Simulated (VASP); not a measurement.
# In2P (P6/mmm) in VASP: notebook, part 2 of 2

VASP 6.6.1.

## Step 5: Single point, PBE

This run uses another cell than the first one, of 23.94 Å³/atom.

Input file INCAR:

```
SYSTEM = In2P
PREC = Accurate
ENCUT = 520
EDIFF = 1E-6
ISMEAR = 0
SIGMA = 0.1
LREAL = .FALSE.
LASPH = .TRUE.
NELM = 60
ALGO = Normal
ISIF = 2
LWAVE = .FALSE.
LCHARG = .TRUE.
GGA = PE
LELF = .TRUE.
LVHAR = .TRUE.
NBANDS = 22
```

Input file KPOINTS:

```
Automatic mesh
0
G
  12 12 16
  0 0 0
```

Input file POSCAR:

```
In2P
1.0
    5.2278979326      0.0000000000      0.0000000000
   -2.6139489663      4.5274924180      0.0000000000
    0.0000000000      0.0000000000      3.0341265886
In P
2 1
Direct
    0.3333333333      0.6666666667      0.5000000000
    0.6666666667      0.3333333333      0.5000000000
    0.0000000000      0.0000000000      0.0000000000
```

Potentials or basis: VASP PAW PBE potentials, release 64 (In_d, P).

Run with:

```sh
$ cat potpaw_PBE.64/In_d/POTCAR potpaw_PBE.64/P/POTCAR > POTCAR
$ mpirun -np 1 vasp_std > vasp.out
```

OUTCAR:

```text
SYSTEM = In2P
   PREC = Accurate
   ENCUT = 520
   EDIFF = 1E-6
   ISMEAR = 0
   LREAL = .FALSE.
   LASPH = .TRUE.
   NELM = 60
   ISIF = 2
   GGA = PE

 ion  position               nearest neighbor table
   1  0.333  0.667  0.500-   2 3.02   2 3.02   2 3.02   3 3.38   3 3.38   3 3.38   3 3.38   3 3.38
                             3 3.38
   2  0.667  0.333  0.500-   1 3.02   1 3.02   1 3.02   3 3.38   3 3.38   3 3.38   3 3.38   3 3.38
                             3 3.38
   3  0.000  0.000  0.000-   1 3.38   2 3.38   1 3.38   2 3.38   1 3.38   1 3.38   2 3.38   2 3.38
                             2 3.38   2 3.38   1 3.38   1 3.38

  LATTYP: Found a hexagonal cell.
 ALAT       =     5.2278979326
 C/A-ratio  =     0.5803721931

  Lattice vectors:

 A1 = (   5.2278979326,   0.0000000000,   0.0000000000)
 A2 = (  -2.6139489663,   4.5274924180,   0.0000000000)
 A3 = (   0.0000000000,   0.0000000000,   3.0341265886)

Analysis of symmetry for initial positions (statically):
=====================================================================
 Subroutine PRICEL returns:
 Original cell was already a primitive cell.

 Routine SETGRP: Setting up the symmetry group for a
 hexagonal supercell.

 Subroutine GETGRP returns: Found 24 space group operations
 (whereof 24 operations were pure point group operations)
 out of a pool of 24 trial point group operations.

The static configuration has the point symmetry D_6h.

Analysis of symmetry for dynamics (positions and initial velocities):
=====================================================================
 Subroutine PRICEL returns:
 Original cell was already a primitive cell.

 Routine SETGRP: Setting up the symmetry group for a
 hexagonal supercell.

 Subroutine GETGRP returns: Found 24 space group operations
 (whereof 24 operations were pure point group operations)
 out of a pool of 24 trial point group operations.

The dynamic configuration has the point symmetry D_6h.

 Subroutine INISYM returns: Found 24 space group operations
 (whereof 24 operations are pure point group operations),
 and found     1 'primitive' translations

----------------------------------------------------------------------------------------

                                     Primitive cell

  volume of cell :      71.8156

  direct lattice vectors                    reciprocal lattice vectors
     5.227897933  0.000000000  0.000000000     0.191281470  0.110436408  0.000000000
    -2.613948966  4.527492418  0.000000000     0.000000000  0.220872816  0.000000000
     0.000000000  0.000000000  3.034126589     0.000000000  0.000000000  0.329584139

  length of vectors
     5.227897933  5.227897933  3.034126589     0.220872816  0.220872816  0.329584139

  position of ions in fractional coordinates (direct lattice)
     0.333333333  0.666666667  0.500000000
     0.666666667  0.333333333  0.500000000
     0.000000000  0.000000000  0.000000000

  ion indices of the primitive-cell ions
   primitive index   ion index
                 1           1
                 2           2
                 3           3

----------------------------------------------------------------------------------------

 KPOINTS: Automatic mesh

Automatic generation of k-mesh.
 Grid dimensions read from file:
 generate k-points for:   12   12   16

 Generating k-lattice:

  Cartesian coordinates                     Fractional coordinates (reciprocal lattice)
     0.015940122  0.009203034  0.000000000     0.083333333  0.000000000  0.000000000
     0.000000000  0.018406068  0.000000000     0.000000000  0.083333333  0.000000000
     0.000000000  0.000000000  0.020599009     0.000000000  0.000000000  0.062500000

  Length of vectors
     0.018406068  0.018406068  0.020599009

  Shift w.r.t. Gamma in fractional coordinates (k-lattice)
     0.000000000  0.000000000  0.000000000

 Subroutine IBZKPT returns following result:
 ===========================================

 Found    171 irreducible k-points:

 Following reciprocal coordinates:
            Coordinates               Weight
  0.000000  0.000000  0.000000      1.000000
  0.083333  0.000000  0.000000      6.000000
  0.166667  0.000000  0.000000      6.000000
  0.250000  0.000000  0.000000      6.000000
  0.333333  0.000000  0.000000      6.000000
  0.416667  0.000000  0.000000      6.000000
[... 16 lines left out ...]
  0.250000  0.000000  0.062500     12.000000
  0.333333  0.000000  0.062500     12.000000
 [... further k-points ...]
   k-points           NKPTS =    171   k-points in BZ     NKDIM =    171   number of bands    NBANDS=     22
   number of dos      NEDOS =    301   number of ions     NIONS =      3
   total plane-waves  NPLWV =  38400
   dimension x,y,z NGX =    40 NGY =   40 NGZ =   24
   dimension x,y,z NGXF=    80 NGYF=   80 NGZF=   48
   ions per type =               2   1
   NGX,Y,Z   is equivalent  to a cutoff of  12.72, 12.72, 13.15 a.u.
   NGXF,Y,Z  is equivalent  to a cutoff of  25.44, 25.44, 26.30 a.u.
 SYSTEM =  In2P
   PREC   = accura    normal or accurate (medium, high low for compatibility)
   ISTART =      0    job   : 0-new  1-cont  2-samecut
   ICHARG =      2    charge: 1-file 2-atom 10-const
   ISPIN  =      1    spin polarized calculation?
   LNONCOLLINEAR =      F non collinear calculations
   LSORBIT =      F    spin-orbit coupling
   LASPH  =      T    aspherical Exc in radial PAW
   ENCUT  =  520.0 eV  38.22 Ry    6.18 a.u.   9.72  9.72  5.64*2*pi/ulx,y,z
   NELM   =     60;   NELMIN=  2; NELMDL= -5     # of ELM steps
   EDIFF  = 0.1E-05   stopping-criterion for ELM
   LREAL  =      F    real-space projection
   EDIFFG = 0.1E-04   stopping-criterion for IOM
   NSW    =      0    number of steps for IOM
   IBRION =     -1    ionic relax: 0-MD 1-quasi-New 2-CG
   NFREE  =      0    steps in history (QN), initial steepest desc. (CG)
   ISIF   =      2    stress and relaxation
   ISYM   =      2    0-nonsym 1-usesym 2-fastsym
   POTIM  = 0.5000    time-step for ionic-motion
   TEBEG  =    0.0;   TEEND  =   0.0 temperature during run
   PSTRESS=    0.0 pullay stress
   NELECT =      31.0000    total number of electrons
   NUPDOWN=      -1.0000    fix difference up-down
   EMIN   =  10.00;   EMAX   =-10.00  energy-range for DOS
   EFERMI =   0.00;   METHOD = LEGACY
   ISMEAR =     0;   SIGMA  =   0.10  broadening in eV -4-tet -1-fermi 0-gaus
   EFERMI_NEDOS =   21; number of points for ismear=-14 and -15
   IALGO  =     38    algorithm
   IMIX   =      4    mixing-type and parameters
     AMIX     =   0.40;   BMIX     =  1.00
     AMIX_MAG =   1.60;   BMIX_MAG =  1.00
  volume/ion in A,a.u.               =      23.94       161.55
  Fermi-wavevector in a.u.,A,eV,Ry     =   1.237246  2.338055 20.827478  1.530776
  Thomas-Fermi vector in A             =   2.371821
   LORBIT       =      0    0 simple, 1 ext, 2 COOP (PROOUT), +10 PAW based schemes
   GGA     = PE    functional components
   LHFCALC =     F    Hartree Fock is set to
   AEXX    =    0.0000 exact exchange contribution
   IVDW    =     0    specifies the selected vdW correction
   LEPSILON=     F    determine dielectric tensor
   LRPA    =     F    only Hartree local field effects (RPA)
 non-spin polarized calculation
 Gauss-broadening in eV      SIGMA  =   0.10
  energy-cutoff  :      520.00
  volume of cell :       71.82
 maximum number of plane-waves:      1958
 NGX is ok and might be reduce to    40
   NGX = 19   NGY = 19   NGZ = 11

 number of electron      31.0000003 magnetization

 Free energy of the ion-electron system (eV)
  ---------------------------------------------------
  ext. energy  EPLUGINS =         0.00000000
  ---------------------------------------------------
  free energy    TOTEN  =        -9.28911193 eV

  energy without entropy =       -9.28203486  energy(sigma->0) =       -9.28557339

 E-fermi :   6.9677     XC(G=0): -10.2188

 val. band max:        6.9634688327   @ k =   0.3333   0.2500   0.3125
 cond. band min:       6.9709163532   @ k =   0.3333   0.3333   0.3125
 fundamental gap:      0.0074475205
 Fermi energy:         6.9677398247

 k-point     1 :       0.0000    0.0000    0.0000
  band No.  band energies     occupation
      1      -8.0727      2.00000
      2      -7.8502      2.00000
      3      -7.7103      2.00000
      4      -7.7103      2.00000
      5      -7.5462      2.00000
      6      -7.5462      2.00000
[... 574 lines left out ...]
      6      -7.5102      2.00000
[... 14 lines left out ...]
     21      14.5706      0.00000
     22      15.6144      0.00000

 [... further k-points ...]

------------------------ aborting loop because EDIFF is reached ----------------------------------------

  FORCE on cell =-STRESS in cart. coord.  units (eV):
  Direction    XX          YY          ZZ          XY          YZ          ZX
  --------------------------------------------------------------------------------------
  -------------------------------------------------------------------------------------
  Total       -0.0277773     -0.0277773     -0.0077179     -0.0000000      0.0000000     -0.0000000
  in kB       -0.6197003     -0.6197003     -0.1721839     -0.0000000      0.0000000     -0.0000000
  external PRESSURE =      -0.4705281 kB  Pullay stress =       0.0000000 kB

 VOLUME and BASIS-vectors are now :
 -----------------------------------------------------------------------------
  energy-cutoff  :      520.00
  volume of cell :       71.82
      direct lattice vectors                 reciprocal lattice vectors
     5.227897933  0.000000000  0.000000000     0.191281470  0.110436408  0.000000000
    -2.613948966  4.527492418  0.000000000     0.000000000  0.220872816  0.000000000
     0.000000000  0.000000000  3.034126589     0.000000000  0.000000000  0.329584139

 POSITION                                       TOTAL-FORCE (eV/Angst)
 -----------------------------------------------------------------------------------
     -0.00000      3.01833      1.51706         0.000000     -0.000000      0.000000
      2.61395      1.50916      1.51706        -0.000000      0.000000      0.000000
      0.00000      0.00000      0.00000         0.000000      0.000000      0.000000
 -----------------------------------------------------------------------------------
    total drift:                               -0.000000      0.000000      0.000000

  FREE ENERGIE OF THE ION-ELECTRON SYSTEM (eV)
  ---------------------------------------------------
  free  energy   TOTEN  =        -9.2891119260 eV

  energy  without entropy=       -9.2820348621  energy(sigma->0) =       -9.28557339
```

Run time: 4.6 min. Hardware: 1 thread of Intel Xeon 8259CL, shared host; peak memory 0.36 GiB.

What came out:

```yaml
Free_energy: -9.2891 eV
Pressure: 0.0 GPa
Band_gap_on_the_k_mesh: zero (an odd number of electrons rules out a gap without spin polarisation)
```

Levels at points of the mesh, in eV from the Fermi level:
```tsv
k point	band 12	band 13	band 14	band 15	band 16	band 17	band 18	band 19	band 20	band 21
(0.00, 0.00, 0.00)	-6.42	-2.63	-2.63	-2.54	-1.24	-1.24	2.66	7.79	7.89	7.89
(0.50, 0.00, 0.00)	-7.90	-5.31	-4.03	0.58	2.20	2.45	2.90	4.39	5.91	8.11
(0.00, 0.00, 0.50)	-5.88	-1.75	-1.23	-0.52	-0.52	1.41	1.89	1.92	1.92	3.49
(0.50, 0.00, 0.50)	-4.46	-3.80	-3.28	-0.97	-0.68	-0.55	0.37	2.58	5.81	7.81
```

Caveat: spin-orbit coupling is left out, which moves the levels of the heavy elements.

## Step 6: Overview

| task | cell | k mesh | cutoff (eV) | gap on the mesh (eV) | pressure (GPa) |
| --- | --- | --- | --- | --- | --- |
| single point | a = 4.941, b = 4.941, c = 3.141 Å, angles 90.0, 90.0, 120.0°, 3 atoms | 6 × 6 × 6 | 520 | none | 5.0 |
| single point | a = 5.415, b = 5.415, c = 2.825 Å, angles 90.0, 90.0, 120.0°, 3 atoms | 6 × 6 × 6 | 520 | none | 0.0 |
| relaxation of cell and atoms | relaxed from a = 4.941, b = 4.941, c = 3.141 Å, angles 90.0, 90.0, 120.0°, 3 atoms | 6 × 6 × 6 | 600 | none | 0.0 |
| single point | a = 5.228, b = 5.228, c = 3.034 Å, angles 90.0, 90.0, 120.0°, 3 atoms | 12 × 12 × 16 | 520 | none | 0.0 |

Alike in all rows: level PBE; potentials or basis VASP PAW PBE potentials, release 64 (In_d, P); no spin polarisation; smearing gaussian 0.1 eV.

Caveats: some runs use coarse meshes; spin-orbit coupling is left out, which moves the levels of the heavy elements; the cell stands under pressure (at least some runs).

Absolute energies hang on the potentials; compare differences alone.

The gap in the log of VASP goes by the Fermi energy; the results here count the filled bands.